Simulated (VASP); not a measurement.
Input of a VASP 6.6.1 run:

File INCAR:

```
PREC = Accurate
ENCUT = 520
EDIFF = 1E-6
ISMEAR = -1
SIGMA = 0.1
LREAL = F
LASPH = T
NELM = 100
ALGO = Normal
ISIF = 2
LWAVE = F
LCHARG = F
NBANDS = 28
```

File KPOINTS:

```
regular mesh
0
Gamma
  9 9 9
```

POSCAR

```
Ni
1.0
    3.5238700000      0.0000000000      0.0000000000
    0.0000000000      3.5238700000      0.0000000000
    0.0000000000      0.0000000000      3.5238700000
Ni
4
Direct
    0.0000000000      0.0000000000      0.0000000000
    0.5000000000      0.5000000000      0.0000000000
    0.5000000000      0.0000000000      0.5000000000
    0.0000000000      0.5000000000      0.5000000000
```

Potentials or basis: VASP PAW LDA potentials, release 64 (Ni).

The run is started by

```sh
$ cat potpaw_LDA.64/Ni/POTCAR > POTCAR
$ mpirun -np 1 vasp_std > vasp.out
```

What does it give for the pressure?

-18.2 GPa.

Predict the band gap on the k mesh.

zero (bands 20 and 21 overlap by 0.35 eV).

Caveat: the cell stands under tension; the run has no spin polarisation, though such a crystal can be magnetic. Spin polarisation is off, so any magnetic state and its effect on volume and gap are missing.
